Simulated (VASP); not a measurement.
# Ti12S in VASP: single point with PBE

Aim: the single point of Ti12S with PBE.

All numbers are computed with VASP 6.6.1; they aren't measurements. Logs are shortened: lines on timing, memory, paths and dates and some standing lists are left out, and cuts for length are marked.

### Step 1. The cell of the first run

The cell holds a slab with vacuum, 13 atoms: a = 5.876 Å, b = 4.650 Å, c = 21.284 Å, α = 90.00°, β = 90.00°, γ = 90.00°.

### Step 2. Single point, PBE

Input file INCAR:

```
SYSTEM = Ti12S
ALGO = Normal
DIPOL = 0.5 0.5 0.342
EDIFF = 1E-6
ENCUT = 520
GGA = PE
IDIPOL = 3
ISIF = 2
ISMEAR = 0
LASPH = .True.
LCHARG = .False.
LDIPOL = .True.
LREAL = .False.
LWAVE = .False.
NBANDS = 87
NELM = 100
PREC = Accurate
SIGMA = 0.1
```

Input file KPOINTS:

```
k-points
0
Gamma
  5 6 1
  0 0 0
```

Input file POSCAR:

```
Ti12S
1.0
    5.8763264169      0.0000000000      0.0000000000
    0.0000000000      4.6504654180      0.0000000000
    0.0000000000      0.0000000000     21.2842241737
Ti S
12 1
Direct
    0.0000000000      0.7500000000      0.1879326194
    0.5000000000      0.7500000000      0.1879326194
    0.2500000000      0.2500000000      0.2277825407
    0.7500000000      0.2500000000      0.2277825407
    0.2500000000      0.7500000000      0.3074823835
    0.7500000000      0.7500000000      0.3074823835
    0.0000000000      0.2500000000      0.3461291986
    0.5000000000      0.2500000000      0.3461291986
    0.0000000000      0.7500000000      0.4220680061
    0.5000000000      0.7500000000      0.4220680061
    0.2500000000      0.2500000000      0.4596937193
    0.7500000000      0.2500000000      0.4596937193
    0.5000000000      0.2500000000      0.5427550867
```

Potentials or basis: VASP PAW PBE potentials, release 64 (Ti_sv, S).

Command:

```sh
cat potpaw_PBE.64/Ti_sv/POTCAR potpaw_PBE.64/S/POTCAR > POTCAR
mpirun -np 1 vasp_std > vasp.out
```

OUTCAR:

```text
SYSTEM = Ti12S
   EDIFF = 1E-6
   ENCUT = 520
   GGA = PE
   ISIF = 2
   ISMEAR = 0
   LASPH = .True.
   LREAL = .False.
   NELM = 100
   PREC = Accurate

 ion  position               nearest neighbor table
   1  0.000  0.750  0.188-   3 2.88   4 2.88   3 2.88   4 2.88
   2  0.500  0.750  0.188-   3 2.88   4 2.88   3 2.88   4 2.88
   3  0.250  0.250  0.228-   1 2.88   2 2.88   1 2.88   2 2.88   5 2.88   5 2.88   8 2.92   7 2.92

   4  0.750  0.250  0.228-   1 2.88   2 2.88   1 2.88   2 2.88   6 2.88   6 2.88   8 2.92   7 2.92

   5  0.250  0.750  0.307-   9 2.85  10 2.85   7 2.87   8 2.87   7 2.87   8 2.87   3 2.88   3 2.88

   6  0.750  0.750  0.307-   9 2.85  10 2.85   7 2.87   8 2.87   7 2.87   8 2.87   4 2.88   4 2.88

   7  0.000  0.250  0.346-  11 2.83  12 2.83   9 2.83   9 2.83   5 2.87   5 2.87   6 2.87   6 2.87
                             3 2.92   4 2.92
   8  0.500  0.250  0.346-  11 2.83  12 2.83  10 2.83  10 2.83   5 2.87   5 2.87   6 2.87   6 2.87
                             3 2.92   4 2.92
   9  0.000  0.750  0.422-   7 2.83   7 2.83   5 2.85   6 2.85  12 2.86  11 2.86  11 2.86  12 2.86

  10  0.500  0.750  0.422-   8 2.83   8 2.83   5 2.85   6 2.85  12 2.86  11 2.86  11 2.86  12 2.86

  11  0.250  0.250  0.460-  13 2.30   8 2.83   7 2.83  10 2.86   9 2.86   9 2.86  10 2.86
  12  0.750  0.250  0.460-  13 2.30   8 2.83   7 2.83  10 2.86   9 2.86   9 2.86  10 2.86
  13  0.500  0.250  0.543-  11 2.30  12 2.30

  LATTYP: Found a simple orthorhombic cell.
 ALAT       =     4.6504654180
 B/A-ratio  =     1.2635996376
 C/A-ratio  =     4.5767944196

  Lattice vectors:

 A1 = (   0.0000000000,  -4.6504654180,   0.0000000000)
 A2 = (   5.8763264169,   0.0000000000,   0.0000000000)
 A3 = (   0.0000000000,   0.0000000000,  21.2842241737)

Analysis of symmetry for initial positions (statically):
=====================================================================
 Subroutine PRICEL returns:
 Original cell was already a primitive cell.

 Routine SETGRP: Setting up the symmetry group for a
 simple orthorhombic supercell.

 Subroutine GETGRP returns: Found  4 space group operations
 (whereof  2 operations were pure point group operations)
 out of a pool of  8 trial point group operations.

The static configuration has the point symmetry C_1h.
 The point group associated with its full space group is C_2v.

Analysis of symmetry for dynamics (positions and initial velocities):
=====================================================================
 Subroutine PRICEL returns:
 Original cell was already a primitive cell.

 Routine SETGRP: Setting up the symmetry group for a
 simple orthorhombic supercell.

 Subroutine GETGRP returns: Found  4 space group operations
 (whereof  2 operations were pure point group operations)
 out of a pool of  8 trial point group operations.

The dynamic configuration has the point symmetry C_1h.
 The point group associated with its full space group is C_2v.

 Subroutine INISYM returns: Found  4 space group operations
 (whereof  2 operations are pure point group operations),
 and found     1 'primitive' translations

----------------------------------------------------------------------------------------

                                     Primitive cell

  volume of cell :     581.6479

  direct lattice vectors                    reciprocal lattice vectors
     5.876326417  0.000000000  0.000000000     0.170174345  0.000000000  0.000000000
     0.000000000  4.650465418  0.000000000     0.000000000  0.215032241  0.000000000
     0.000000000  0.000000000 21.284224174     0.000000000  0.000000000  0.046983155

  length of vectors
     5.876326417  4.650465418 21.284224174     0.170174345  0.215032241  0.046983155

  position of ions in fractional coordinates (direct lattice)
     0.000000000  0.750000000  0.187932619
     0.500000000  0.750000000  0.187932619
     0.250000000  0.250000000  0.227782541
     0.750000000  0.250000000  0.227782541
     0.250000000  0.750000000  0.307482384
     0.750000000  0.750000000  0.307482384
     0.000000000  0.250000000  0.346129199
     0.500000000  0.250000000  0.346129199
     0.000000000  0.750000000  0.422068006
     0.500000000  0.750000000  0.422068006
     0.250000000  0.250000000  0.459693719
     0.750000000  0.250000000  0.459693719
     0.500000000  0.250000000  0.542755087

  ion indices of the primitive-cell ions
   primitive index   ion index
                 1           1
                 2           2
                 3           3
                 4           4
                 5           5
                 6           6
                 7           7
                 8           8
                 9           9
                10          10
                11          11
                12          12
                13          13

----------------------------------------------------------------------------------------

 KPOINTS: k-points

Automatic generation of k-mesh.
 Grid dimensions read from file:
 generate k-points for:    5    6    1

 Generating k-lattice:

  Cartesian coordinates                     Fractional coordinates (reciprocal lattice)
     0.034034869  0.000000000  0.000000000     0.200000000  0.000000000  0.000000000
     0.000000000  0.035838707  0.000000000     0.000000000  0.166666667  0.000000000
     0.000000000  0.000000000  0.046983155     0.000000000  0.000000000  1.000000000

  Length of vectors
     0.034034869  0.035838707  0.046983155

  Shift w.r.t. Gamma in fractional coordinates (k-lattice)
     0.000000000  0.000000000  0.000000000

 Subroutine IBZKPT returns following result:
 ===========================================

 Found     12 irreducible k-points:

 Following reciprocal coordinates:
            Coordinates               Weight
  0.000000  0.000000  0.000000      1.000000
  0.200000  0.000000  0.000000      2.000000
  0.400000  0.000000  0.000000      2.000000
  0.000000  0.166667  0.000000      2.000000
  0.200000  0.166667  0.000000      4.000000
  0.400000  0.166667  0.000000      4.000000
  0.000000  0.333333  0.000000      2.000000
  0.200000  0.333333  0.000000      4.000000
  0.400000  0.333333  0.000000      4.000000
  0.000000  0.500000  0.000000      1.000000
  0.200000  0.500000  0.000000      2.000000
  0.400000  0.500000  0.000000      2.000000
   k-points           NKPTS =     12   k-points in BZ     NKDIM =     12   number of bands    NBANDS=     87
   number of dos      NEDOS =    301   number of ions     NIONS =     13
   total plane-waves  NPLWV = 276480
   dimension x,y,z NGX =    48 NGY =   36 NGZ =  160
   dimension x,y,z NGXF=    96 NGYF=   72 NGZF=  320
   ions per type =              12   1
   NGX,Y,Z   is equivalent  to a cutoff of  13.58, 12.87, 12.50 a.u.
   NGXF,Y,Z  is equivalent  to a cutoff of  27.16, 25.74, 24.99 a.u.
 SYSTEM =  Ti12S
   PREC   = accura    normal or accurate (medium, high low for compatibility)
   ISTART =      0    job   : 0-new  1-cont  2-samecut
   ICHARG =      2    charge: 1-file 2-atom 10-const
   ISPIN  =      1    spin polarized calculation?
   LNONCOLLINEAR =      F non collinear calculations
   LSORBIT =      F    spin-orbit coupling
   LASPH  =      T    aspherical Exc in radial PAW
   ENCUT  =  520.0 eV  38.22 Ry    6.18 a.u.  10.93  8.65 39.57*2*pi/ulx,y,z
   NELM   =    100;   NELMIN=  2; NELMDL= -5     # of ELM steps
   EDIFF  = 0.1E-05   stopping-criterion for ELM
   LREAL  =      F    real-space projection
   EDIFFG = 0.1E-04   stopping-criterion for IOM
   NSW    =      0    number of steps for IOM
   IBRION =     -1    ionic relax: 0-MD 1-quasi-New 2-CG
   NFREE  =      0    steps in history (QN), initial steepest desc. (CG)
   ISIF   =      2    stress and relaxation
   ISYM   =      2    0-nonsym 1-usesym 2-fastsym
   POTIM  = 0.5000    time-step for ionic-motion
   TEBEG  =    0.0;   TEEND  =   0.0 temperature during run
   PSTRESS=    0.0 pullay stress
   NELECT =     150.0000    total number of electrons
   NUPDOWN=      -1.0000    fix difference up-down
   EMIN   =  10.00;   EMAX   =-10.00  energy-range for DOS
   EFERMI =   0.00;   METHOD = LEGACY
   ISMEAR =     0;   SIGMA  =   0.10  broadening in eV -4-tet -1-fermi 0-gaus
   EFERMI_NEDOS =   21; number of points for ismear=-14 and -15
   IALGO  =     38    algorithm
   IMIX   =      4    mixing-type and parameters
     AMIX     =   0.40;   BMIX     =  1.00
     AMIX_MAG =   1.60;   BMIX_MAG =  1.00
  volume/ion in A,a.u.               =      44.74       301.93
  Fermi-wavevector in a.u.,A,eV,Ry     =   1.042042  1.969174 14.773905  1.085851
  Thomas-Fermi vector in A             =   2.176690
   LORBIT       =      0    0 simple, 1 ext, 2 COOP (PROOUT), +10 PAW based schemes
   GGA     = PE    functional components
   LHFCALC =     F    Hartree Fock is set to
   AEXX    =    0.0000 exact exchange contribution
   IVDW    =     0    specifies the selected vdW correction
   LEPSILON=     F    determine dielectric tensor
   LRPA    =     F    only Hartree local field effects (RPA)
 non-spin polarized calculation
 Gauss-broadening in eV      SIGMA  =   0.10
  energy-cutoff  :      520.00
  volume of cell :      581.65
 maximum number of plane-waves:     15708
 NGX is ok and might be reduce to    48
   NGX = 21   NGY = 17   NGZ = 79

 dipolmoment           0.000000      0.000000     -0.946288 electrons x Angstroem

 number of electron     150.0000022 magnetization

 dipolmoment           0.000000      0.000000      0.228038 electrons x Angstroem

 Free energy of the ion-electron system (eV)
  ---------------------------------------------------
  ext. energy  EPLUGINS =         0.00000000
  ---------------------------------------------------
  free energy    TOTEN  =       -94.20838096 eV

  energy without entropy =      -94.11249848  energy(sigma->0) =      -94.16043972

 E-fermi :   0.5351     XC(G=0):  -5.3377

 val. band max:        0.5183481370   @ k =   0.4000   0.1667   0.0000
 cond. band min:       0.5445510364   @ k =   0.4000   0.3333   0.0000
 fundamental gap:      0.0262028994
 Fermi energy:         0.5351047239

 k-point     1 :       0.0000    0.0000    0.0000
  band No.  band energies     occupation
      1     -56.5049      2.00000
      2     -56.4592      2.00000
      3     -56.3486      2.00000
      4     -56.2705      2.00000
      5     -56.2581      2.00000
      6     -56.2372      2.00000
[... 79 lines left out ...]
     86       1.4658      0.00000
     87       1.4809      0.00000

 k-point     2 :       0.2000    0.0000    0.0000
  band No.  band energies     occupation
      1     -56.5008      2.00000
      2     -56.4634      2.00000
      3     -56.3445      2.00000
      4     -56.2682      2.00000
      5     -56.2605      2.00000
      6     -56.2382      2.00000
[... 889 lines left out ...]
     86       1.2971      0.00000
     87       1.3761      0.00000

 k-point    12 :       0.4000    0.5000    0.0000
  band No.  band energies     occupation
      1     -56.4857      2.00000
      2     -56.4703      2.00000
      3     -56.3096      2.00000
      4     -56.2672      2.00000
      5     -56.2530      2.00000
      6     -56.2319      2.00000
[... 79 lines left out ...]
     86       1.0008      0.00000
     87       1.0655      0.00000

------------------------ aborting loop because EDIFF is reached ----------------------------------------

 vacuum level on the upper side and lower side of the slab       (xc-potential included)         0.679        -0.798

  FORCE on cell =-STRESS in cart. coord.  units (eV):
  Direction    XX          YY          ZZ          XY          YZ          ZX
  --------------------------------------------------------------------------------------
  -------------------------------------------------------------------------------------
  Total       -2.4356905     -3.1505505     -0.9658109      0.0000000      0.0000000      0.0000000
  in kB       -6.7092276     -8.6783442     -2.6603729      0.0000000      0.0000000      0.0000000
  external PRESSURE =      -6.0159815 kB  Pullay stress =       0.0000000 kB

 VOLUME and BASIS-vectors are now :
 -----------------------------------------------------------------------------
  energy-cutoff  :      520.00
  volume of cell :      581.65
      direct lattice vectors                 reciprocal lattice vectors
     5.876326417  0.000000000  0.000000000     0.170174345  0.000000000  0.000000000
     0.000000000  4.650465418  0.000000000     0.000000000  0.215032241  0.000000000
     0.000000000  0.000000000 21.284224174     0.000000000  0.000000000  0.046983155

 POSITION                                       TOTAL-FORCE (eV/Angst)
 -----------------------------------------------------------------------------------
      0.00000      3.48785      4.00000         0.000000     -0.000000      0.272877
      2.93816      3.48785      4.00000         0.000000     -0.000000      0.307655
      1.46908      1.16262      4.84817        -0.003435      0.000000      0.075094
      4.40724      1.16262      4.84817         0.003435      0.000000      0.075094
      1.46908      3.48785      6.54452        -0.010153     -0.000000     -0.316819
      4.40724      3.48785      6.54452         0.010153     -0.000000     -0.316819
      0.00000      1.16262      7.36709         0.000000     -0.000000     -0.088329
      2.93816      1.16262      7.36709         0.000000     -0.000000     -0.326707
      0.00000      3.48785      8.98339         0.000000     -0.000000     -0.487002
      2.93816      3.48785      8.98339         0.000000     -0.000000      0.327407
      1.46908      1.16262      9.78422        -0.037909     -0.000000      0.233101
      4.40724      1.16262      9.78422         0.037909     -0.000000      0.233101
      2.93816      1.16262     11.55212         0.000000     -0.000000      0.011345
 -----------------------------------------------------------------------------------
    total drift:                                0.000000      0.000000      0.000184

  FREE ENERGIE OF THE ION-ELECTRON SYSTEM (eV)
  ---------------------------------------------------
  free  energy   TOTEN  =       -94.2083809565 eV

  energy  without entropy=      -94.1124984825  energy(sigma->0) =      -94.16043972

 vacuum level on the upper side and lower side of the slab         5.736         4.197
```

Wall time 21 min (1 thread of Intel Xeon 6975P-C (Granite Rapids), shared host); peak memory 0.8 GiB.

What came out:

```yaml
Free_energy: -94.2084 eV
Largest_force: 0.487 eV/Å
Band_gap_on_the_k_mesh: zero (bands 75 and 76 overlap by 0.26 eV)
```

Forces on the atoms (eV/Å):
```
Ti   0.000  0.000  0.273
Ti   0.000  0.000  0.308
Ti  -0.003  0.000  0.075
Ti   0.003  0.000  0.075
Ti  -0.010  0.000 -0.317
Ti   0.010  0.000 -0.317
Ti   0.000  0.000 -0.088
Ti   0.000  0.000 -0.327
Ti   0.000  0.000 -0.487
Ti   0.000  0.000  0.327
Ti  -0.038  0.000  0.233
Ti   0.038  0.000  0.233
S    0.000  0.000  0.011
```
